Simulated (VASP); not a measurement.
A run of VASP 6.6.1 is set up as follows.

INCAR

```
  ALGO = Normal
  DIPOL = 0.5 0.5 0.500
  EDIFF = 1E-7
  EDIFFG = -0.03
  ENCUT = 450
  GGA = PS
  GGA_COMPAT = False
  IBRION = 2
  IDIPOL = 3
  ISIF = 2
  ISMEAR = 0
  KPAR = 4
  LASPH = True
  LCHARG = False
  LDIPOL = True
  LREAL = False
  LWAVE = False
  NELM = 120
  NELMDL = -8
  NELMIN = 4
  NSW = 90
  PREC = Accurate
  SIGMA = 0.1
```

File KPOINTS:

```
k-points
0
Gamma
  10 7 1
```

The input POSCAR:

```
Ti
1.0
    2.8679135953      0.0000000000      0.0000000000
    0.0000000000      4.0558423021      0.0000000000
    0.0000000000      0.0000000000     24.1697839881
Ti
6
Selective dynamics
Direct
    0.5000000000      0.5000000000      0.3516787740  F F F
    0.0000000000      0.0000000000      0.4110072644  F F F
    0.5000000000      0.5000000000      0.4703357548  F F F
    0.0000000000      0.0000000000      0.5296642452  T T T
    0.5000000000      0.5000000000      0.5889927356  T T T
    0.0000000000      0.0000000000      0.6483212260  T T T
```

Potentials or basis: VASP PAW PBE potentials, release 64 (Ti_sv).

Command:

```bash
$ cat potpaw_PBE.64/Ti_sv/POTCAR > POTCAR
$ mpirun -np 4 vasp_std > vasp.out
```

Q: What does it give for the band gap on the k mesh?

A: Zero (bands 36 and 37 overlap by 0.42 eV).

Q: Predict the energy gained by relaxing.

A: 7.7 meV/atom.

The path:
| step | energy change (eV) | largest force on free atoms (eV/Å) | pressure (GPa) |
| --- | --- | --- | --- |
| 1 | 0.0000 | 0.6620 | -2.37 |
| 2 | -0.0242 | 0.4634 | -2.25 |
| 3 | -0.0422 | 0.0673 | -2.01 |
| 4 | -0.0422 | 0.0622 | -2.02 |
| 5 | -0.0428 | 0.0568 | -2.00 |
| 6 | -0.0444 | 0.0439 | -1.95 |
| 7 | -0.0462 | 0.0173 | -1.84 |

Caveat: the PAW data sets were made with another functional, which shifts forces and pressure a little.
